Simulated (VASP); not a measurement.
Set up this calculation in VASP 6.6.1, as the native input.

| Item | Value |
| --- | --- |
| Task | single point |
| Functional | PBE |
| Potentials or basis | VASP PAW PBE potentials, release 64 (Ru_pv) |
| Cutoff | 520 eV |
| k mesh | 18 × 18 × 10 |
| Occupations | gaussian, width 0.1 eV |
| Spin | no spin polarisation |
| Dipole correction | no |
| Further INCAR settings | ALGO = Normal; EDIFF = 1e-07; NBANDS = 21 |

The structure of Ru lies in POSCAR:

```
Ru
1.0
    2.7200250789      0.0000000000      0.0000000000
   -1.3600125395      2.3556108173      0.0000000000
    0.0000000000      0.0000000000      4.2967694749
Ru
2
Direct
    0.3333333333      0.6666666667      0.2500000000
    0.6666666667      0.3333333333      0.7500000000
```

These files were run (other wordings do the same):

INCAR

```
SYSTEM = Ru
PREC     = Accurate       ! precision mode
ENCUT    = 520            ! plane-wave cutoff, eV
EDIFF    = 1E-7           ! SCF threshold, eV
ISMEAR   = 0              ! smearing method
SIGMA    = 0.1            ! smearing width, eV
LREAL    = .FALSE.        ! projectors in reciprocal space
LASPH    = .TRUE.         ! aspherical terms in the spheres
NELM     = 60             ! most SCF steps
ALGO     = Normal         ! electronic algorithm
ISIF     = 2              ! what is computed and relaxed
LWAVE    = .FALSE.        ! write WAVECAR
LCHARG   = .FALSE.        ! write CHGCAR
GGA      = PE             ! functional
NBANDS   = 21             ! bands
```

KPOINTS

```
Automatic mesh
0
G
  18 18 10
  0 0 0
```

Potentials or basis: VASP PAW PBE potentials, release 64 (Ru_pv).

Command:

```bash
$ cat potpaw_PBE.64/Ru_pv/POTCAR > POTCAR
$ mpirun -np 1 vasp_std > vasp.out
```

It gave:

```json
{
 "Pressure": "-0.1 GPa",
 "Band gap on the k mesh": "zero (bands 14 and 15 overlap by 3.07 eV)"
}
```

Wall time 70 s on 1 thread of Intel(R) Xeon(R) Platinum 8259CL CPU @ 2.50GHz (Skylake/Cascade Lake), on a shared host, peak memory 0.21 GiB.
